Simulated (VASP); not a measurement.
Input of a VASP 6.6.1 run:

Contents of POSCAR:

```
ClO
1.0
    3.1963500000      0.0011600000      0.0028800000
    0.0011600000      3.1796500000     -0.0047000000
    0.0028800000     -0.0047000000      3.1797200000
Cl O
1 1
Direct
    0.9920200000      0.9844800000      0.9975100000
    0.4982718329      0.5088179880      0.4912225604
```

File INCAR.step1:

```
  PREC = Accurate
  ENCUT = 520
  ISMEAR = 0
  SIGMA = 0.05
  LREAL = False
  LASPH = True
  NELM = 100
  NBANDS = 14
  GGA = PE
  ALGO = Normal
  EDIFF = 1E-4
  LWAVE = True
  LCHARG = False
```

Contents of INCAR.step2:

```
  PREC = Accurate
  ENCUT = 520
  EDIFF = 1E-6
  ISMEAR = 0
  SIGMA = 0.05
  LREAL = False
  LASPH = True
  NELM = 100
  ALGO = Normal
  ISIF = 2
  LWAVE = False
  LCHARG = True
  METAGGA = R2SCAN
  LMIXTAU = True
  IVDW = 12
  VDW_S6 = 1.0
  VDW_S8 = 0.78981345
  VDW_A1 = 0.49484001
  VDW_A2 = 5.73083694
  LELF = True
  LVHAR = True
  NBANDS = 14
  ISTART = 1
```

File KPOINTS:

```
Automatic mesh
0
Gamma
  6 6 6
```

Potentials or basis: VASP PAW PBE potentials, release 64 (Cl, O).

Run with:

```sh
$ cat potpaw_PBE.64/Cl/POTCAR potpaw_PBE.64/O/POTCAR > POTCAR
$ cp INCAR.step1 INCAR
$ mpirun -np 1 vasp_std > vasp.out
$ cp INCAR.step2 INCAR
$ mpirun -np 1 vasp_std > vasp.out
```

Task: What does it give for the pressure?

Result: -12.6 GPa.

Task: Estimate the largest force.

Result: 0.227 eV/Å.

Forces in eV/Å, atoms in the order of the input:
```
Cl  -0.053 -0.215  0.052
O    0.053  0.215 -0.052
```

Caveat: three body term missing; the PAW data sets were made with another functional, which shifts forces and pressure a little; an odd number of electrons without spin polarisation forces a metal; a magnetic or distorted state may lie lower; pairwise dispersion overbinds metals, which lowers pressure and volume.
